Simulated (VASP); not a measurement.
A run of VASP 6.6.1:

File INCAR:

```
PREC = Accurate
ENCUT = 520
EDIFF = 1E-6
ISMEAR = 0
SIGMA = 0.15
LREAL = F
LASPH = T
NELM = 100
ALGO = Fast
ISIF = 2
LWAVE = F
LCHARG = F
GGA = PS
NBANDS = 36
```

File KPOINTS:

```
Automatic mesh
0
Gamma
  18 18 5
```

The input POSCAR:

```
W
1.0
   -1.5973000000      1.5973000000     -1.5973000000
   -1.5973000000     -1.5973000000      1.5973000000
    0.0000000000      6.9217398200      5.8566601800
W
4
Direct
   -0.1458625000      0.1458625000      0.8750000000
    0.4791625000      0.5208375000      0.1250000000
   -0.0625125000      0.0625125000      0.3750000000
    0.3958125000      0.6041875000      0.6250000000
```

Potentials or basis: VASP PAW PBE potentials, release 64 (W_sv).

Command:

```bash
$ cat potpaw_PBE.64/W_sv/POTCAR > POTCAR
$ mpirun -np 1 vasp_std > vasp.out
```

Hardware: 1 thread of Intel(R) Xeon(R) 6975P-C (Granite Rapids) (shared host).

**Question.** How long does it take, and how much memory?

**Answer.** Wall time 7.2 min on 1 thread of Intel(R) Xeon(R) 6975P-C (Granite Rapids) (shared host), peak memory 0.73 GiB. Counts: scf iterations 14, k points 433.
